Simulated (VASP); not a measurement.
A run of VASP 6.6.1 is set up as follows.

INCAR

```
PREC = Accurate
ENCUT = 600
EDIFF = 1E-6
ISMEAR = 0
SIGMA = 0.02
LREAL = False
LASPH = True
NELM = 120
ALGO = Normal
ISIF = 2
LWAVE = False
LCHARG = False
GGA = CA
NBANDS = 18
GGA_COMPAT = False
```

File KPOINTS:

```
regular mesh
0
Gamma
  8 8 8
```

Contents of POSCAR:

```
HfO2
1.0
    0.0000000000      2.5008846597      2.5008846597
    2.5008846597      0.0000000000      2.5008846597
    2.5008846597      2.5008846597      0.0000000000
Hf O
1 2
Direct
    0.0000000000      0.0000000000      0.0000000000
    0.2500000000      0.2500000000      0.2500000000
    0.7500000000      0.7500000000      0.7500000000
```

Potentials or basis: VASP PAW LDA potentials, release 64 (Hf_pv, O).

The run is started by

```sh
$ cat potpaw_LDA.64/Hf_pv/POTCAR potpaw_LDA.64/O/POTCAR > POTCAR
$ mpirun -np 1 vasp_std > vasp.out
```

(1) What does it give for the pressure?

(2) What does it give for the band gap on the k mesh?

Answers

(1) -3.6 GPa.

(2) 3.70 eV, direct.

Caveat: spin-orbit coupling is left out, which moves the levels of the heavy elements.
